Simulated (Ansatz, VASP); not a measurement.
# Two plane-wave programs on H

Contents of INCAR:

```
PREC = Accurate
ENCUT = 400
EDIFF = 1E-6
ISMEAR = 0
SIGMA = 0.01
LREAL = False
LASPH = True
NELM = 120
ALGO = Normal
ISIF = 2
LWAVE = False
LCHARG = False
GGA = PS
NBANDS = 8
GGA_COMPAT = False
NELMDL = -8
```

KPOINTS

```
regular mesh
0
Gamma
  1 1 1
```

File POSCAR:

```
H
1.0
    8.0000000000      0.0000000000      0.0000000000
    0.0000000000      8.0000000000      0.0000000000
    0.0000000000      0.0000000000      8.0000000000
H
2
Direct
    0.5000000000      0.5000000000      0.4562500000
    0.5000000000      0.5000000000      0.5437500000
```

Input for Ansatz:

```yaml
crystal:
  lattice:
    - [8.0, 0.0, 0.0]
    - [0.0, 8.0, 0.0]
    - [0.0, 0.0, 8.0]
  atoms:
    - { symbol: H, position: [0.5, 0.5, 0.45625] }
    - { symbol: H, position: [0.5, 0.5, 0.54375] }
scf:
  occupations: { method: fixed }
output:
  forces: true
  stress: false
  eigenvalues: true
  write_density: true
  write_potential: true
  elf: true
  volumetric_format: npy
hamiltonian:
  xc: pbesol
basis:
  ecutwfc: 600
kpoints:
  mp_grid: { grid: [1, 1, 1] }
```

Alike in both runs: task single point; functional PBEsol; k mesh 1 × 1 × 1; no spin polarisation.

|  | VASP | Ansatz |
| --- | --- | --- |
| version | VASP 6.6.1 | Ansatz 0.2.0 |
| potentials or method | VASP PAW PBE potentials, release 64 (H), cutoff 400 eV | scalar-relativistic, plane waves, PAW |
| occupations | gaussian, width 0.01 eV | fixed |
| valence electrons in the cell | 2 | 2 |

```tsv
	VASP	Ansatz	Ansatz less VASP
gap on the k mesh at the Fermi level (eV)	10.13	10.12	-0.008
rms of the force components (eV/Å)	1.367	1.359	-0.0082
```

VASP's potentials were made for PBE, not for PBEsol. Atom by atom the forces differ by 0.008 eV/Å (rms over components). Ansatz's warnings: xc potential rough in thin density.
